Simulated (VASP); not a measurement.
## CoO: single point with PBEsol+D4

CoO:

```
CELL_PARAMETERS angstrom
0.00000 2.07788 2.07788
2.07788 0.00000 2.07788
2.07788 2.07788 0.00000
ATOMIC_POSITIONS crystal
Co 0.00000 0.00000 0.00000
O 0.50000 0.50000 0.50000
```

```yaml
Program: VASP 6.6.1
Task: single point
Functional: PBEsol
Dispersion: D4
Potentials_or_basis: VASP PAW PBE potentials, release 64 (Co, O)
Cutoff: 520 eV
k_mesh: 11 × 11 × 11
Occupations: fermi-dirac, width 0.05 eV
Spin: collinear spin, ferromagnetic start
Starting_moments: "[2.0, 0.0] μB"
Dipole_correction: no
Further_INCAR_settings: ALGO = Normal; EDIFF = 1e-07; NBANDS = 18
```

```
Pressure                                              : -0.9 GPa
Net moment                                            : 2.71 μB per cell
Site moments                                          : Co +2.40; O +0.27 μB
Valence electrons inside the program's atomic spheres : Co 7.95; O 4.98
Dispersion energy per atom                            : -0.166 eV
```

Levels at points of the mesh, in eV from the Fermi level:
Spin up:
```csv
k point,band 6,band 7,band 8,band 9,band 10,band 11,band 12,band 13
"(0.00, 0.00, 0.00)",-3.25,-3.17,-3.17,-3.17,1.26,16.79,18.52,18.52
```
Spin down:
| k point | band 3 | band 4 | band 5 | band 6 | band 7 | band 8 | band 9 | band 10 |
| --- | --- | --- | --- | --- | --- | --- | --- | --- |
| (0.00, 0.00, 0.00) | -3.03 | -3.03 | -1.28 | -1.28 | -1.28 | -0.28 | -0.28 | 1.77 |

Wall time 41 s on 1 thread of Intel Xeon 8259CL (shared host), peak memory 0.17 GiB.

Caveat: the PAW data sets were made with another functional, which shifts forces and pressure a little; a cell with one magnetic atom can't hold antiferromagnetic order, which such compounds often take; semilocal functionals often make such compounds metallic where correlation or magnetic order opens a gap, which also shifts bond lengths. With open d or f shells a metallic result of PBEsol can be an artefact of self-interaction; +U or a hybrid may open a gap.
